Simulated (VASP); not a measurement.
Set up this calculation in VASP 6.6.1, as the native input.

```yaml
Task: single point
Functional: PBEsol
Dispersion: D4
Potentials_or_basis: VASP PAW PBE potentials, release 64 (W_sv, C)
Cutoff: 520 eV
k_mesh: 10 × 10 × 10
Occupations: fermi-dirac, width 0.05 eV
Spin: no spin polarisation
Dipole_correction: no
Further_INCAR_settings: ALGO = Normal; EDIFF = 1e-06; NBANDS = 16
```

The structure of WC lies in POSCAR:

```
WC
1.0
    0.0000000000      2.1648775159      2.1648775159
    2.1648775159      0.0000000000      2.1648775159
    2.1648775159      2.1648775159      0.0000000000
W C
1 1
Direct
    0.0000000000      0.0000000000      0.0000000000
    0.5000000000      0.5000000000      0.5000000000
```

These files were run (other wordings do the same):

INCAR

```
SYSTEM = WC
ALGO = Normal
EDIFF = 1E-6
ENCUT = 520
GGA = PS
ISIF = 2
ISMEAR = -1
IVDW = 13
LASPH = .True.
LCHARG = .False.
LREAL = .False.
LWAVE = .False.
NBANDS = 16
NELM = 100
PREC = Accurate
SIGMA = 0.05
```

KPOINTS

```
k-points
0
Gamma
  10 10 10
  0 0 0
```

Potentials or basis: VASP PAW PBE potentials, release 64 (W_sv, C).

Command:

```sh
$ cat potpaw_PBE.64/W_sv/POTCAR potpaw_PBE.64/C/POTCAR > POTCAR
$ mpirun -np 1 vasp_std > vasp.out
```

Results of the run:

The pressure is 1.2 GPa, the band gap on the k mesh is zero (band 9 reaches 13.98 eV, above the bottom of band 10 at 10.60 eV) and the dispersion energy per atom is -0.289 eV.

Caveat: the PAW data sets were made with another functional, which shifts forces and pressure a little; spin-orbit coupling is left out, which moves the levels of the heavy elements; pairwise dispersion overbinds metals, which lowers pressure and volume.

Wall time 8.7 s on 1 thread of Intel(R) Xeon(R) Platinum 8559C (Emerald Rapids), on a shared host, peak memory 0.14 GiB.
